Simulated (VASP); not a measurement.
# PdAuC4N4 (P-43m) in VASP: further runs

Runs on PdAuC4N4. Level: PBE. Tasks: single point.

All numbers are computed with VASP 6.6.1; they aren't measurements. Logs are shortened: lines on timing, memory, paths and dates and some standing lists are left out, and cuts for length are marked.

## (1) The cell of the first run

The structure is cubic, space group P-43m (No. 215). The conventional cell has a = 5.909 Å, b = 5.909 Å, c = 5.909 Å, α = 90.00°, β = 90.00°, γ = 90.00°. Within 2.7 Å of Pd (site symmetry -43m) lie 4 N at 2.03 Å. Within 1.6 Å of C (site symmetry 3m) lie 1 N at 1.17 Å. Au (site symmetry -43m) has 4 C at 1.92 Å within 2.5 Å. Within 1.6 Å of N (site symmetry 3m) lie 1 C at 1.17 Å.

## (2) Single point, PBE

The input, INCAR:

```
PREC     = Accurate       # precision mode
ENCUT    = 520            # plane-wave cutoff, eV
EDIFF    = 1E-6           # SCF threshold, eV
ISMEAR   = 0              # smearing method
SIGMA    = 0.1            # smearing width, eV
LREAL    = F              # projectors in reciprocal space
LASPH    = T              # aspherical terms in the spheres
NELM     = 80             # most SCF steps
ALGO     = Normal         # electronic algorithm
ISIF     = 2              # what is computed and relaxed
LWAVE    = F              # write WAVECAR
LCHARG   = F              # write CHGCAR
GGA      = PE             # functional
NBANDS   = 40             # bands
```

The input, KPOINTS:

```
regular mesh
0
Gamma
  4 4 4
```

The input, POSCAR:

```
PdAuC4N4
1.0
    5.9086026500      0.0000000000      0.0000000000
    0.0000000000      5.9086026500      0.0000000000
    0.0000000000      0.0000000000      5.9086026500
Pd C Au N
1 4 1 4
Direct
    0.5000000000      0.5000000000      0.5000000000
    0.1873167900      0.1873167900      0.1873167900
    0.1873167900      0.8126832100      0.8126832100
    0.8126832100      0.1873167900      0.8126832100
    0.8126832100      0.8126832100      0.1873167900
    0.0000000000      0.0000000000      0.0000000000
    0.3016415900      0.3016415900      0.3016415900
    0.3016415900      0.6983584100      0.6983584100
    0.6983584100      0.3016415900      0.6983584100
    0.6983584100      0.6983584100      0.3016415900
```

Potentials or basis: VASP PAW PBE potentials, release 64 (Pd, C, Au, N).

On the command line:

```sh
$ cat potpaw_PBE.64/Pd/POTCAR potpaw_PBE.64/C/POTCAR potpaw_PBE.64/Au/POTCAR potpaw_PBE.64/N/POTCAR > POTCAR
$ mpirun -np 1 vasp_std > vasp.out
```

OUTCAR:

```text
PREC = Accurate
   ENCUT = 520
   EDIFF = 1E-6
   ISMEAR = 0
   LREAL = F
   LASPH = T
   NELM = 80
   ISIF = 2
   GGA = PE

 ion  position               nearest neighbor table
   1  0.500  0.500  0.500-   7 2.03   8 2.03   9 2.03  10 2.03
   2  0.187  0.187  0.187-   7 1.17   6 1.92
   3  0.187  0.813  0.813-   8 1.17   6 1.92
   4  0.813  0.187  0.813-   9 1.17   6 1.92
   5  0.813  0.813  0.187-  10 1.17   6 1.92
   6  0.000  0.000  0.000-   2 1.92   3 1.92   4 1.92   5 1.92
   7  0.302  0.302  0.302-   2 1.17   1 2.03
   8  0.302  0.698  0.698-   3 1.17   1 2.03
   9  0.698  0.302  0.698-   4 1.17   1 2.03
  10  0.698  0.698  0.302-   5 1.17   1 2.03

  LATTYP: Found a simple cubic cell.
 ALAT       =     5.9086026500

  Lattice vectors:

 A1 = (   5.9086026500,   0.0000000000,   0.0000000000)
 A2 = (   0.0000000000,   5.9086026500,   0.0000000000)
 A3 = (   0.0000000000,   0.0000000000,   5.9086026500)

Analysis of symmetry for initial positions (statically):
=====================================================================
 Subroutine PRICEL returns:
 Original cell was already a primitive cell.

 Routine SETGRP: Setting up the symmetry group for a
 simple cubic supercell.

 Subroutine GETGRP returns: Found 24 space group operations
 (whereof 24 operations were pure point group operations)
 out of a pool of 48 trial point group operations.

The static configuration has the point symmetry T_d .

Analysis of symmetry for dynamics (positions and initial velocities):
=====================================================================
 Subroutine PRICEL returns:
 Original cell was already a primitive cell.

 Routine SETGRP: Setting up the symmetry group for a
 simple cubic supercell.

 Subroutine GETGRP returns: Found 24 space group operations
 (whereof 24 operations were pure point group operations)
 out of a pool of 48 trial point group operations.

The dynamic configuration has the point symmetry T_d .

 Subroutine INISYM returns: Found 24 space group operations
 (whereof 24 operations are pure point group operations),
 and found     1 'primitive' translations

----------------------------------------------------------------------------------------
[... 99 lines left out ...]
   NFREE  =      0    steps in history (QN), initial steepest desc. (CG)
   ISIF   =      2    stress and relaxation
   ISYM   =      2    0-nonsym 1-usesym 2-fastsym
   POTIM  = 0.5000    time-step for ionic-motion
   TEBEG  =    0.0;   TEEND  =   0.0 temperature during run
   PSTRESS=    0.0 pullay stress
   NELECT =      57.0000    total number of electrons
   NUPDOWN=      -1.0000    fix difference up-down
   EMIN   =  10.00;   EMAX   =-10.00  energy-range for DOS
   EFERMI =   0.00;   METHOD = LEGACY
   ISMEAR =     0;   SIGMA  =   0.10  broadening in eV -4-tet -1-fermi 0-gaus
   EFERMI_NEDOS =   21; number of points for ismear=-14 and -15
   IALGO  =     38    algorithm
   IMIX   =      4    mixing-type and parameters
     AMIX     =   0.40;   BMIX     =  1.00
     AMIX_MAG =   1.60;   BMIX_MAG =  1.00
  volume/ion in A,a.u.               =      20.63       139.20
  Fermi-wavevector in a.u.,A,eV,Ry     =   1.066306  2.015025 15.469926  1.137007
  Thomas-Fermi vector in A             =   2.201885
   LORBIT       =      0    0 simple, 1 ext, 2 COOP (PROOUT), +10 PAW based schemes
   GGA     = PE    functional components
   LHFCALC =     F    Hartree Fock is set to
   AEXX    =    0.0000 exact exchange contribution
   IVDW    =     0    specifies the selected vdW correction
   LEPSILON=     F    determine dielectric tensor
   LRPA    =     F    only Hartree local field effects (RPA)
 non-spin polarized calculation
 Gauss-broadening in eV      SIGMA  =   0.10
  energy-cutoff  :      520.00
  volume of cell :      206.28
 maximum number of plane-waves:      5590
 NGX is ok and might be reduce to    48
   NGX = 21   NGY = 21   NGZ = 21

 number of electron      57.0000006 magnetization

 Free energy of the ion-electron system (eV)
  ---------------------------------------------------
  ext. energy  EPLUGINS =         0.00000000
  ---------------------------------------------------
  free energy    TOTEN  =       -68.96276542 eV

  energy without entropy =      -68.90837421  energy(sigma->0) =      -68.93556981

 E-fermi :  -0.8438     XC(G=0):  -7.4261

 val. band max:       -0.8705512169   @ k =   0.5000   0.2500   0.2500
 cond. band min:      -0.8177850989   @ k =   0.5000   0.5000   0.2500
 fundamental gap:      0.0527661180
 Fermi energy:        -0.8437538182

 k-point     1 :       0.0000    0.0000    0.0000
  band No.  band energies     occupation
      1     -18.1984      2.00000
      2     -18.0848      2.00000
      3     -18.0848      2.00000
      4     -18.0848      2.00000
      5      -9.6261      2.00000
      6      -9.0944      2.00000
[... 419 lines left out ...]
     39       6.7551      0.00000
     40       7.1202      0.00000

------------------------ aborting loop because EDIFF is reached ----------------------------------------

  FORCE on cell =-STRESS in cart. coord.  units (eV):
  Direction    XX          YY          ZZ          XY          YZ          ZX
  --------------------------------------------------------------------------------------
  -------------------------------------------------------------------------------------
  Total        9.5937563      9.5937563      9.5937563     -0.0000000      0.0000000     -0.0000000
  in kB       74.5152067     74.5152067     74.5152067     -0.0000000      0.0000000     -0.0000000
  external PRESSURE =      74.5152067 kB  Pullay stress =       0.0000000 kB

 VOLUME and BASIS-vectors are now :
 -----------------------------------------------------------------------------
  energy-cutoff  :      520.00
  volume of cell :      206.28
      direct lattice vectors                 reciprocal lattice vectors
     5.908602650  0.000000000  0.000000000     0.169244754  0.000000000  0.000000000
     0.000000000  5.908602650  0.000000000     0.000000000  0.169244754  0.000000000
     0.000000000  0.000000000  5.908602650     0.000000000  0.000000000  0.169244754

 POSITION                                       TOTAL-FORCE (eV/Angst)
 -----------------------------------------------------------------------------------
      2.95430      2.95430      2.95430         0.000000      0.000000      0.000000
      1.10678      1.10678      1.10678         0.789356      0.789356      0.789356
      1.10678      4.80182      4.80182         0.789356     -0.789356     -0.789356
      4.80182      1.10678      4.80182        -0.789356      0.789356     -0.789356
      4.80182      4.80182      1.10678        -0.789356     -0.789356      0.789356
      0.00000      0.00000      0.00000        -0.000000      0.000000     -0.000000
      1.78228      1.78228      1.78228         0.648611      0.648611      0.648611
      1.78228      4.12632      4.12632         0.648611     -0.648611     -0.648611
      4.12632      1.78228      4.12632        -0.648611      0.648611     -0.648611
      4.12632      4.12632      1.78228        -0.648611     -0.648611      0.648611
 -----------------------------------------------------------------------------------
    total drift:                                0.000000      0.000000      0.000000

  FREE ENERGIE OF THE ION-ELECTRON SYSTEM (eV)
  ---------------------------------------------------
  free  energy   TOTEN  =       -68.9627654175 eV

  energy  without entropy=      -68.9083742113  energy(sigma->0) =      -68.93556981
```

stdout:

```text
POSCAR found type information on POSCAR PdC AuN
 POSCAR found :  4 types and      10 ions
 scaLAPACK will be used
 LDA part: xc-table for (Slater+PW92), standard interpolation
 POSCAR, INCAR and KPOINTS ok, starting setup
 FFT: planning ... GRIDC
 FFT: planning ... GRID_SOFT
 FFT: planning ... GRID
 WAVECAR not read
 entering main loop
```

Run time: 77 s. Hardware: 1 thread of AMD EPYC 7R13 (Zen 3), shared host; peak memory 0.33 GiB.

What came out:

| Item | Value |
| --- | --- |
| Free energy | -68.9628 eV |
| Pressure | 7.5 GPa |
| Largest force | 1.367 eV/Å |
| Band gap on the k mesh | zero (an odd number of electrons rules out a gap without spin polarisation) |

Forces on the atoms (eV/Å):
```
Pd   0.000  0.000  0.000
C    0.789  0.789  0.789
C    0.789 -0.789 -0.789
C   -0.789  0.789 -0.789
C   -0.789 -0.789  0.789
Au   0.000  0.000  0.000
N    0.649  0.649  0.649
N    0.649 -0.649 -0.649
N   -0.649  0.649 -0.649
N   -0.649 -0.649  0.649
```

Caveat: the cell stands under pressure; spin-orbit coupling is left out, which moves the levels of the heavy elements; forces of over 1 eV/Å act on the atoms, so gaps and moduli don't describe the material at rest.

(Part 1 of 2 ends here.)
